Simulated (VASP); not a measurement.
Wanted: the native input for a VASP 6.6.1 run.

```
Task                   : relaxation of cell and atoms
Functional             : PBE
Potentials or basis    : VASP PAW PBE potentials, release 64 (Co, O)
Cutoff                 : 600 eV
k mesh                 : 16 × 16 × 16
Occupations            : gaussian, width 0.1 eV
Spin                   : collinear spin, ferromagnetic start
Starting moments       : [2.73, 0.34] μB
Dipole correction      : no
Further INCAR settings : ALGO = Normal; EDIFF = 1e-06; IBRION = 2; EDIFFG = -0.005; NSW = 100; ISIF = 3
```

The structure of CoO lies in POSCAR:

```
CoO
1.0
    0.0000000000      2.1315000000      2.1315000000
    2.1315000000      0.0000000000      2.1315000000
    2.1315000000      2.1315000000      0.0000000000
Co O
1 1
Direct
    0.0000000000      0.0000000000      0.0000000000
    0.5000000000      0.5000000000      0.5000000000
```

These files were run (other wordings do the same):

INCAR

```
SYSTEM = CoO
PREC = Accurate ; ENCUT = 600
EDIFF = 1E-6 ; ISMEAR = 0
SIGMA = 0.1 ; LREAL = .False.
LASPH = .True. ; NELM = 150
ALGO = Normal ; ISIF = 3
LWAVE = .False. ; LCHARG = .False.
ISPIN = 2 ; MAGMOM = 2.73 0.34
LORBIT = 11 ; LMAXMIX = 4
GGA = PE ; IBRION = 2
NSW = 100 ; EDIFFG = -0.005
```

KPOINTS

```
regular mesh
0
Gamma
  16 16 16
  0 0 0
```

Potentials or basis: VASP PAW PBE potentials, release 64 (Co, O).

The run is started by

```sh
$ cat potpaw_PBE.64/Co/POTCAR potpaw_PBE.64/O/POTCAR > POTCAR
$ mpirun -np 1 vasp_std > vasp.out
```

Results of the run:

```yaml
Relaxed_volume: 9.53 Å³/atom
Relaxed_cell: a = 2.998 Å, b = 2.998 Å, c = 2.998 Å, α = 60.00°, β = 60.00°, γ = 60.00°
Space_group_after_relaxing_to_0.1_Å: Fm-3m (No. 225)
Energy_gained_by_relaxing: 1.2 meV/atom
Ionic_steps: 3
Pressure_after_relaxing: 0.1 GPa
Net_moment: 2.87 μB per cell
Site_moments: Co +2.53; O +0.29 μB
Valence_electrons_inside_the_program's_atomic_spheres: Co 7.82; O 4.98
```

Caveat: a cell with one magnetic atom can't hold antiferromagnetic order, which such compounds often take.

Run time: 4.1 min on 1 thread of Intel Xeon 8259CL, on a shared host, peak memory 0.22 GiB.
